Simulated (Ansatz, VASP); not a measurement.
**Two plane-wave programs on LiSc12**

```
Sc Li
1.0
     6.62000    0.00000    0.00000
    -4.96500    8.59963    0.00000
     0.00000    0.00000    5.27614
Sc Li
12 1
Cartesian
  -0.1363 -0.1462 -0.1785
  -0.1171 2.0615 2.8280
  -1.6700 2.7962 0.2276
  -1.6628 4.7758 2.7156
  -3.2996 5.7517 0.0471
  -3.3158 7.3953 2.6677
  3.4596 -0.2131 -0.2061
  3.4431 2.0472 2.8743
  1.6355 3.1854 -0.0535
  1.6497 4.7706 2.5796
  0.0080 5.7334 -0.0653
  -0.0080 7.6915 2.4358
  1.7325 1.0004 1.2326
```

Alike in both runs: functional PBE; k mesh 3 × 2 × 3; occupations fermi-dirac, width 0.05 eV; no spin polarisation.

Ansatz relaxed the structure, and its values are those at the end. VASP's run is a single point on that final structure, the one shown.

|  | VASP | Ansatz |
| --- | --- | --- |
| version | VASP 6.6.1 | Ansatz 0.2.0 |
| potentials or method | VASP PAW PBE potentials, release 64 (Sc_sv, Li_sv), cutoff 520 eV | scalar-relativistic, plane waves, PAW |
| valence electrons in the cell | 135 | 135 |

|  | VASP | Ansatz | Ansatz less VASP |
| --- | --- | --- | --- |
| rms of the force components (eV/Å) | 0.024 | 0.023 | -0.0005 |

The k mesh is coarse, so the values compare programs but aren't converged. Noted on VASP's run: the cutoff is short for stress, so the pressure is rough.
